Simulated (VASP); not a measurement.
A run of VASP 6.6.1 is set up as follows.

The input INCAR:

```
  ALGO = Normal
  EDIFF = 1E-6
  EDIFFG = -0.01
  ENCUT = 600
  GGA = PS
  IBRION = 2
  ISIF = 3
  ISMEAR = -1
  LASPH = T
  LCHARG = F
  LREAL = F
  LWAVE = F
  NELM = 80
  NSW = 60
  PREC = Accurate
  SIGMA = 0.0104
```

KPOINTS

```
k-points
0
Gamma
  4 4 3
```

File POSCAR:

```
LaAl2SiRu2
1.0
    4.4096210000      0.0000000000      0.0000000000
    0.0000000000      4.4096210000      0.0000000000
    0.0000000000      0.0000000000      5.9290320000
La Si Al Ru
1 1 2 2
Direct
    0.0000000000      0.0000000000      0.5000000000
    0.0000000000      0.0000000000      0.0000000000
    0.5000000000      0.5000000000      0.2537000000
    0.5000000000      0.5000000000      0.7463000000
    0.0000000000      0.5000000000      0.0000000000
    0.5000000000      0.0000000000      0.0000000000
```

Potentials or basis: VASP PAW PBE potentials, release 64 (La, Si, Al, Ru_pv).

Command:

```sh
$ cat potpaw_PBE.64/La/POTCAR potpaw_PBE.64/Si/POTCAR potpaw_PBE.64/Al/POTCAR potpaw_PBE.64/Ru_pv/POTCAR > POTCAR
$ mpirun -np 1 vasp_std > vasp.out
```

**Question.** Estimate the space group after relaxing (to 0.1 Å).

**Answer.** P4/mmm (No. 123).

**Question.** What does it give for the band gap on the k mesh?

**Answer.** Zero (an odd number of electrons rules out a gap without spin polarisation).

The path:
```csv
step,energy change (eV),largest force (eV/Å),pressure (GPa),volume (Å³)
1,0.0000,0.0760,-2.45,115.29
2,-0.0073,0.2282,2.84,110.44
3,-0.0249,0.0864,0.31,112.61
4,-0.0280,0.0869,-0.10,112.69
5,-0.0283,0.0885,-0.03,112.67
6,-0.0288,0.0457,-0.01,112.62
7,-0.0290,0.0000,0.00,112.56
```

Caveat: the PAW data sets were made with another functional, which shifts forces and pressure a little; spin-orbit coupling is left out, which moves the levels of the heavy elements.
